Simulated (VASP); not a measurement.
A run of VASP 6.6.1 is set up as follows.

INCAR

```
PREC = Accurate
ENCUT = 520
EDIFF = 1E-6
ISMEAR = 0
SIGMA = 0.1
LREAL = False
LASPH = True
NELM = 60
ALGO = Fast
ISIF = 2
LWAVE = False
LCHARG = False
GGA = PE
NBANDS = 41
KPAR = 4
```

The input KPOINTS:

```
regular mesh
0
Gamma
  12 12 12
```

File POSCAR:

```
Ti5Si
1.0
    2.4482700670      1.4135093822      4.3053963504
   -2.5957555435      1.4384584087      4.3810950427
   -0.0521362475     -2.9672194470      4.3810950427
Ti Si
5 1
Direct
    0.1522037248      0.1508482667      0.1476952936
    0.6030984705      0.3962782390      0.0010909744
    0.0000000000      0.6040231935      0.3959768065
    0.8477962752      0.8523047064      0.8491517333
    0.3969015295     -0.0010909744      0.6037217610
    0.5000000000      0.4976365689      0.5023634311
```

Potentials or basis: VASP PAW PBE potentials, release 64 (Ti_sv, Si).

Run with:

```console
$ cat potpaw_PBE.64/Ti_sv/POTCAR potpaw_PBE.64/Si/POTCAR > POTCAR
$ mpirun -np 4 vasp_std > vasp.out
```

(1) Predict the largest force.

(2) What does it give for the band gap on the k mesh?

## Answers

(1) 0.006 eV/Å.

(2) zero (bands 32 and 33 overlap by 0.58 eV).

Caveat: the cell differs from its parent crystal (uniaxial strain along a: -3.0 %, then relaxed in part).
